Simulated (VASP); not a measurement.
# PbO3 (ReO3 type) (Pm-3m) in VASP: notebook, part 2 of 3

VASP 6.6.1.

**3. Single point, PBE**

INCAR

```
SYSTEM = PbO3
ALGO = Normal
EDIFF = 1E-7
ENCUT = 520
GGA = PE
ISIF = 2
ISMEAR = -1
LASPH = .True.
LCHARG = .False.
LREAL = .False.
LWAVE = .False.
NBANDS = 24
NELM = 60
PREC = Accurate
SIGMA = 0.06122561905347299
```

KPOINTS

```
k-points
0
Gamma
  13 13 13
  0 0 0
```

POSCAR

```
PbO3
1.0
    4.3527627799      0.0000000000      0.0000000000
    0.0000000000      4.3527627799      0.0000000000
    0.0000000000      0.0000000000      4.3527627799
Pb O
1 3
Direct
    0.0000000000      0.0000000000      0.0000000000
    0.5000000000      0.0000000000      0.0000000000
    0.0000000000      0.5000000000      0.0000000000
    0.0000000000      0.0000000000      0.5000000000
```

Potentials or basis: VASP PAW PBE potentials, release 64 (Pb_d, O).

Run with:

```
$ cat potpaw_PBE.64/Pb_d/POTCAR potpaw_PBE.64/O/POTCAR > POTCAR
$ mpirun -np 1 vasp_std > vasp.out
```

OUTCAR:

```text
SYSTEM = PbO3
   EDIFF = 1E-7
   ENCUT = 520
   GGA = PE
   ISIF = 2
   ISMEAR = -1
   LASPH = .True.
   LREAL = .False.
   NELM = 60
   PREC = Accurate

 ion  position               nearest neighbor table
   1  0.000  0.000  0.000-   2 2.18   3 2.18   4 2.18   4 2.18   3 2.18   2 2.18
   2  0.500  0.000  0.000-   1 2.18   1 2.18
   3  0.000  0.500  0.000-   1 2.18   1 2.18
   4  0.000  0.000  0.500-   1 2.18   1 2.18

  LATTYP: Found a simple cubic cell.
 ALAT       =     4.3527627799

  Lattice vectors:

 A1 = (   4.3527627799,   0.0000000000,   0.0000000000)
 A2 = (   0.0000000000,   4.3527627799,   0.0000000000)
 A3 = (   0.0000000000,   0.0000000000,   4.3527627799)

Analysis of symmetry for initial positions (statically):
=====================================================================
 Subroutine PRICEL returns:
 Original cell was already a primitive cell.

 Routine SETGRP: Setting up the symmetry group for a
 simple cubic supercell.

 Subroutine GETGRP returns: Found 48 space group operations
 (whereof 48 operations were pure point group operations)
 out of a pool of 48 trial point group operations.

The static configuration has the point symmetry O_h .

Analysis of symmetry for dynamics (positions and initial velocities):
=====================================================================
 Subroutine PRICEL returns:
 Original cell was already a primitive cell.

 Routine SETGRP: Setting up the symmetry group for a
 simple cubic supercell.

 Subroutine GETGRP returns: Found 48 space group operations
 (whereof 48 operations were pure point group operations)
 out of a pool of 48 trial point group operations.

The dynamic configuration has the point symmetry O_h .

 Subroutine INISYM returns: Found 48 space group operations
 (whereof 48 operations are pure point group operations),
 and found     1 'primitive' translations

----------------------------------------------------------------------------------------

                                     Primitive cell

  volume of cell :      82.4698

  direct lattice vectors                    reciprocal lattice vectors
     4.352762780  0.000000000  0.000000000     0.229739145  0.000000000  0.000000000
     0.000000000  4.352762780  0.000000000     0.000000000  0.229739145  0.000000000
     0.000000000  0.000000000  4.352762780     0.000000000  0.000000000  0.229739145

  length of vectors
     4.352762780  4.352762780  4.352762780     0.229739145  0.229739145  0.229739145

  position of ions in fractional coordinates (direct lattice)
     0.000000000  0.000000000  0.000000000
     0.500000000  0.000000000  0.000000000
     0.000000000  0.500000000  0.000000000
     0.000000000  0.000000000  0.500000000

  ion indices of the primitive-cell ions
   primitive index   ion index
                 1           1
                 2           2
                 3           3
                 4           4

----------------------------------------------------------------------------------------

 KPOINTS: k-points

Automatic generation of k-mesh.
 Grid dimensions read from file:
 generate k-points for:   13   13   13

 Generating k-lattice:

  Cartesian coordinates                     Fractional coordinates (reciprocal lattice)
     0.017672242  0.000000000  0.000000000     0.076923077  0.000000000  0.000000000
     0.000000000  0.017672242  0.000000000     0.000000000  0.076923077  0.000000000
     0.000000000  0.000000000  0.017672242     0.000000000  0.000000000  0.076923077

  Length of vectors
     0.017672242  0.017672242  0.017672242

  Shift w.r.t. Gamma in fractional coordinates (k-lattice)
     0.000000000  0.000000000  0.000000000

 Subroutine IBZKPT returns following result:
 ===========================================

 Found     84 irreducible k-points:

 Following reciprocal coordinates:
            Coordinates               Weight
  0.000000  0.000000  0.000000      1.000000
  0.076923  0.000000  0.000000      6.000000
  0.153846  0.000000  0.000000      6.000000
  0.230769  0.000000  0.000000      6.000000
  0.307692  0.000000  0.000000      6.000000
  0.384615  0.000000  0.000000      6.000000
[... 16 lines left out ...]
  0.307692  0.307692  0.000000     12.000000
  0.384615  0.307692  0.000000     24.000000
 [... further k-points ...]
   k-points           NKPTS =     84   k-points in BZ     NKDIM =     84   number of bands    NBANDS=     24
   number of dos      NEDOS =    301   number of ions     NIONS =      4
   total plane-waves  NPLWV =  32768
   dimension x,y,z NGX =    32 NGY =   32 NGZ =   32
   dimension x,y,z NGXF=    64 NGYF=   64 NGZF=   64
   ions per type =               1   3
   NGX,Y,Z   is equivalent  to a cutoff of  12.22, 12.22, 12.22 a.u.
   NGXF,Y,Z  is equivalent  to a cutoff of  24.44, 24.44, 24.44 a.u.
 SYSTEM =  PbO3
   PREC   = accura    normal or accurate (medium, high low for compatibility)
   ISTART =      0    job   : 0-new  1-cont  2-samecut
   ICHARG =      2    charge: 1-file 2-atom 10-const
   ISPIN  =      1    spin polarized calculation?
   LNONCOLLINEAR =      F non collinear calculations
   LSORBIT =      F    spin-orbit coupling
   LASPH  =      T    aspherical Exc in radial PAW
   ENCUT  =  520.0 eV  38.22 Ry    6.18 a.u.   8.09  8.09  8.09*2*pi/ulx,y,z
   NELM   =     60;   NELMIN=  2; NELMDL= -5     # of ELM steps
   EDIFF  = 0.1E-06   stopping-criterion for ELM
   LREAL  =      F    real-space projection
   EDIFFG = 0.1E-05   stopping-criterion for IOM
   NSW    =      0    number of steps for IOM
   IBRION =     -1    ionic relax: 0-MD 1-quasi-New 2-CG
   NFREE  =      0    steps in history (QN), initial steepest desc. (CG)
   ISIF   =      2    stress and relaxation
   ISYM   =      2    0-nonsym 1-usesym 2-fastsym
   POTIM  = 0.5000    time-step for ionic-motion
   TEBEG  =    0.0;   TEEND  =   0.0 temperature during run
   PSTRESS=    0.0 pullay stress
   NELECT =      32.0000    total number of electrons
   NUPDOWN=      -1.0000    fix difference up-down
   EMIN   =  10.00;   EMAX   =-10.00  energy-range for DOS
   EFERMI =   0.00;   METHOD = LEGACY
   ISMEAR =    -1;   SIGMA  =   0.06  broadening in eV -4-tet -1-fermi 0-gaus
   EFERMI_NEDOS =   21; number of points for ismear=-14 and -15
   IALGO  =     38    algorithm
   IMIX   =      4    mixing-type and parameters
     AMIX     =   0.40;   BMIX     =  1.00
     AMIX_MAG =   1.60;   BMIX_MAG =  1.00
  volume/ion in A,a.u.               =      20.62       139.13
  Fermi-wavevector in a.u.,A,eV,Ry     =   1.194061  2.256448 19.398935  1.425782
  Thomas-Fermi vector in A             =   2.330060
   LORBIT       =      0    0 simple, 1 ext, 2 COOP (PROOUT), +10 PAW based schemes
   GGA     = PE    functional components
   LHFCALC =     F    Hartree Fock is set to
   AEXX    =    0.0000 exact exchange contribution
   IVDW    =     0    specifies the selected vdW correction
   LEPSILON=     F    determine dielectric tensor
   LRPA    =     F    only Hartree local field effects (RPA)
 non-spin polarized calculation
  energy-cutoff  :      520.00
  volume of cell :       82.47
 maximum number of plane-waves:      2260
   NGX = 17   NGY = 17   NGZ = 17

 number of electron      31.9999979 magnetization

 Free energy of the ion-electron system (eV)
  ---------------------------------------------------
  ext. energy  EPLUGINS =         0.00000000
  ---------------------------------------------------
  free energy    TOTEN  =       -17.05835317 eV

  energy without entropy =      -16.95824437  energy(sigma->0) =      -17.00829877

 E-fermi :  -1.3033     XC(G=0):  -7.9586

 val. band max:       -1.3077422160   @ k =   0.3846   0.3077   0.2308
 cond. band min:      -1.3016350669   @ k =   0.0769   0.0769   0.0769
 fundamental gap:      0.0061071491
 Fermi energy:        -1.3032611626

 k-point     1 :       0.0000    0.0000    0.0000
  band No.  band energies     occupation
      1     -18.4772      2.00000
      2     -18.4772      2.00000
      3     -18.2261      2.00000
      4     -15.9181      2.00000
      5     -15.9181      2.00000
      6     -15.9181      2.00000
[... 16 lines left out ...]
     23      12.1984      0.00000
     24      12.1984      0.00000
[... 598 lines left out ...]
      2     -17.7952      2.00000
      3     -17.4499      2.00000
      4     -15.9610      2.00000
      5     -15.9411      2.00000
      6     -15.9357      2.00000
[... 16 lines left out ...]
     23      11.2587      0.00000
     24      12.3016      0.00000

 [... further k-points ...]
[... 5 lines left out ...]
  --------------------------------------------------------------------------------------
  -------------------------------------------------------------------------------------
  Total       -1.1355673     -1.1355673     -1.1355673     -0.0000000     -0.0000000      0.0000000
  in kB      -22.0611664    -22.0611664    -22.0611664     -0.0000000     -0.0000000      0.0000000
  external PRESSURE =     -22.0611664 kB  Pullay stress =       0.0000000 kB

 VOLUME and BASIS-vectors are now :
 -----------------------------------------------------------------------------
  energy-cutoff  :      520.00
  volume of cell :       82.47
      direct lattice vectors                 reciprocal lattice vectors
     4.352762780  0.000000000  0.000000000     0.229739145  0.000000000  0.000000000
     0.000000000  4.352762780  0.000000000     0.000000000  0.229739145  0.000000000
     0.000000000  0.000000000  4.352762780     0.000000000  0.000000000  0.229739145

 POSITION                                       TOTAL-FORCE (eV/Angst)
 -----------------------------------------------------------------------------------
      0.00000      0.00000      0.00000         0.000000      0.000000      0.000000
      2.17638      0.00000      0.00000         0.000000      0.000000      0.000000
      0.00000      2.17638      0.00000         0.000000      0.000000      0.000000
      0.00000      0.00000      2.17638         0.000000      0.000000      0.000000
 -----------------------------------------------------------------------------------
    total drift:                                0.000000      0.000000     -0.000000

  FREE ENERGIE OF THE ION-ELECTRON SYSTEM (eV)
  ---------------------------------------------------
  free  energy   TOTEN  =       -17.0583531728 eV

  energy  without entropy=      -16.9582443654  energy(sigma->0) =      -17.00829877
```

OSZICAR:

```text
N       E                     dE             d eps       ncg     rms          rms(c)
DAV:   1     0.328226537195E+03    0.32823E+03   -0.15551E+04  4032   0.137E+03
DAV:   2     0.137305985980E+02   -0.31450E+03   -0.29125E+03  4608   0.388E+02
DAV:   3    -0.180177092797E+02   -0.31748E+02   -0.30724E+02  5016   0.131E+02
DAV:   4    -0.190827762161E+02   -0.10651E+01   -0.10595E+01  4488   0.284E+01
DAV:   5    -0.191267054777E+02   -0.43929E-01   -0.43912E-01  5520   0.560E+00    0.812E+00
DAV:   6    -0.170511866423E+02    0.20755E+01   -0.55567E+00  5968   0.343E+01    0.249E+00
DAV:   7    -0.170640209123E+02   -0.12834E-01   -0.40531E-01  4280   0.537E+00    0.154E+00
DAV:   8    -0.170624206018E+02    0.16003E-02   -0.86682E-02  4608   0.328E+00    0.495E-01
DAV:   9    -0.170578690593E+02    0.45515E-02   -0.14267E-02  5552   0.189E+00    0.994E-02
DAV:  10    -0.170583173513E+02   -0.44829E-03   -0.16284E-03  4408   0.292E-01    0.592E-02
DAV:  11    -0.170583537040E+02   -0.36353E-04   -0.13645E-04  5288   0.160E-01    0.837E-03
DAV:  12    -0.170583536151E+02    0.88870E-07   -0.14265E-05  4896   0.290E-02    0.238E-03
DAV:  13    -0.170583530097E+02    0.60541E-06   -0.76810E-07  4280   0.103E-02    0.124E-03
DAV:  14    -0.170583531307E+02   -0.12099E-06   -0.47873E-08  3960   0.258E-03    0.317E-04
DAV:  15    -0.170583531728E+02   -0.42147E-07   -0.17301E-08  3168   0.122E-03
   1 F= -.17058353E+02 E0= -.17008299E+02  d E =-.100109E+00
```

It took 2 min on 1 thread of Intel Xeon Platinum 8488C (Sapphire Rapids), shared host; peak memory 0.27 GiB.

Results:

```yaml
Free_energy: -17.0584 eV
Pressure: -2.2 GPa
Band_gap_on_the_k_mesh: zero (band 16 reaches -0.98 eV, above the bottom of band 17 at -1.61 eV)
```

Caveat: spin-orbit coupling is left out, which moves the levels of the heavy elements.

(Part 2 of 3 ends here.)
